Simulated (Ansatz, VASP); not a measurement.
Two plane-wave programs on Ga

```
Ga
1.0
     2.20858   -3.74550    0.00000
     2.20858    3.74550    0.00000
     0.00000    0.00000    4.60554
Ga
4
Direct
  0.15602 0.84398 0.08450
  0.65602 0.34398 0.41550
  0.84398 0.15602 0.91550
  0.34398 0.65602 0.58450
```

Change from the starting cell: engineering shear strain xz +0.0000, normal strain along z +0.0375.

Alike in both runs: task single point; functional LDA; k mesh 10 × 10 × 10; occupations gaussian, width 0.15 eV; no spin polarisation.

```csv
,VASP,Ansatz
version,VASP 6.6.1,Ansatz 0.2.0
potentials or method,"VASP PAW LDA potentials, release 64 (Ga_d), cutoff 520 eV","scalar-relativistic, plane waves, PAW"
valence electrons in the cell,52,52
```

VASP gave:

```
gap on the k mesh at the Fermi level (eV)                     : none
pressure (GPa)                                                : -2.0
traceless stress, the component that is largest in VASP (GPa) : -1.80
rms of the force components (eV/Å)                            : 0.051
```

**Question.** What did Ansatz give for the same quantities?

**Answer.** gap on the k mesh at the Fermi level (eV): none; pressure (GPa): -2.1; traceless stress, the component that is largest in VASP (GPa): -1.77; rms of the force components (eV/Å): 0.051.

LDA's correlation is that of Perdew and Zunger in VASP and of Perdew and Wang (1992) in Ansatz. Atom by atom the forces differ by 0.001 eV/Å (rms over components). A gap of «none» marks a metal or a gap that the smearing closes.
